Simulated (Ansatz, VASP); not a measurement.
Two plane-wave programs on Hg

The input INCAR:

```
SYSTEM = Hg
PREC = Accurate
ENCUT = 520
EDIFF = 1E-6
ISMEAR = 1
SIGMA = 0.01
LREAL = .FALSE.
LASPH = .TRUE.
NELM = 100
ALGO = Normal
ISIF = 2
LWAVE = .FALSE.
LCHARG = .TRUE.
GGA = CA
LELF = .TRUE.
LVHAR = .TRUE.
NBANDS = 12
```

The input KPOINTS:

```
regular mesh
0
G
  11 11 11
  0 0 0
```

The input POSCAR:

```
Hg
1.0
    1.7463233735      1.0082402698      2.1478810803
   -1.7463233735      1.0082402698      2.1478810803
    0.0000000000     -2.0164805396      2.1478810803
Hg
1
Direct
    0.0000000000      1.0000000000      0.0000000000
```

Input for Ansatz:

```yaml
crystal:
  lattice:
    - [1.7463233735, 1.0082402698, 2.1478810803]
    - [-1.7463233735, 1.0082402698, 2.1478810803]
    - [0.0, -2.0164805396, 2.1478810803]
  atoms:
    - { symbol: Hg, position: [0.0, 1.0, 0.0] }
hamiltonian:
  xc: lda
  pseudopotentials:
    kind: paw
    azcp:
      Hg: "pseudopotentials/Hg.paw.azcp"
basis:
  ecutwfc: 420
  fft_grid_basis: typed
kpoints:
  mp_grid: { grid: [11, 11, 11], shift: [0, 0, 0] }
magnetization:
  spin_polarized: false
scf:
  occupations: { method: methfessel_paxton, width: 0.01 }
  lower_state_search: "off"
output:
  stress: true
```

Alike in both runs: task single point; functional LDA; k mesh 11 × 11 × 11; occupations methfessel-paxton of order 1, width 0.01 eV; no spin polarisation.

|  | VASP | Ansatz |
| --- | --- | --- |
| version | VASP 6.6.1 | Ansatz 0.2.0 |
| potentials or method | VASP PAW LDA potentials, release 64 (Hg), cutoff 520 eV | plane waves (420 eV) with PAW, scalar-relativistic |
| valence electrons in the cell | 12 | 20 |

|  | VASP | Ansatz | Ansatz less VASP |
| --- | --- | --- | --- |
| pressure (GPa) | 0.9 | 0.2 | -0.66 |
| traceless stress, the component that is largest in VASP (GPa) | 0.57 | 0.18 | -0.384 |

Ansatz warns that its potentials were made for another functional, while VASP's fit it. LDA's correlation is that of Perdew and Zunger in VASP and of Perdew and Wang (1992) in Ansatz. VASP's potentials hold 12 valence electrons a cell and Ansatz's 20, so a difference there can come from the potentials and not from the codes.

Neither program's run includes spin-orbit coupling.
